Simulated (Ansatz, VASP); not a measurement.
# LiCl: VASP beside Ansatz

```xyz
2
Lattice="2.5562 2.5562 0.0000 -2.5562 2.5562 0.0000 0.0000 2.5562 2.5562" Properties=species:S:1:pos:R:3 pbc="T T T"
Li    0.0000    0.0000    0.0000
Cl    0.0000    2.5562    0.0000
```

Change from the starting cell: unstrained.

Alike in both runs: task single point; functional r2SCAN; k mesh 8 × 8 × 8; no spin polarisation.

|  | VASP | Ansatz |
| --- | --- | --- |
| version | VASP 6.6.1 | Ansatz 0.2.0 |
| potentials or method | VASP PAW PBE potentials, release 64 (Li_sv, Cl) | PAW with Ansatz's default frozen-core files, scalar-relativistic |
| plane-wave cutoff (eV) | 520 | 500 |
| occupations | gaussian, width 0.01 eV | fixed |
| valence electrons in the cell | 10 | 10 |

```csv
,VASP,Ansatz,Ansatz less VASP
gap on the k mesh at the Fermi level (eV),7.36,7.29,-0.069
```

VASP's potentials were made for PBE, not for r2SCAN.

Noted on VASP's run: the cutoff is under 1.25 times that of the potentials, so the pressure is a little rough.
